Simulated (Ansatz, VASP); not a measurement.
One calculation of Pt, two programs

```
Pt
1.0
     2.77167    0.00000    0.00000
     0.00000    3.91973    0.00000
     0.00000    0.00000   21.54330
Pt
5
Direct
  0.00000 0.00000 0.37134
  0.50000 0.50000 0.43567
  0.00000 0.00000 0.50000
  0.50000 0.50000 0.56433
  0.00000 0.00000 0.62866
```

Alike in both runs: task single point; functional PBEsol; k mesh 12 × 9 × 1; occupations fermi-dirac, width 0.1 eV; no spin polarisation.

|  | VASP | Ansatz |
| --- | --- | --- |
| version | VASP 6.6.1 | Ansatz 0.2.0 |
| potentials or method | VASP PAW PBE potentials, release 64 (Pt) | PAW with Ansatz's default frozen-core files, scalar-relativistic |
| plane-wave cutoff (eV) | 520 | 420 |
| valence electrons in the cell | 50 | 90 |

Ansatz gave:

* rms of the force components (eV/Å): 0.550

Q: Which values does VASP return?

A: rms of the force components (eV/Å): 0.551.

VASP's potentials were made for PBE, not for PBEsol. Atom by atom the forces differ by 0.008 eV/Å (rms over components). VASP's potentials hold 50 valence electrons a cell and Ansatz's 90, so a difference there can come from the potentials and not from the codes.

Neither program's run includes spin-orbit coupling.
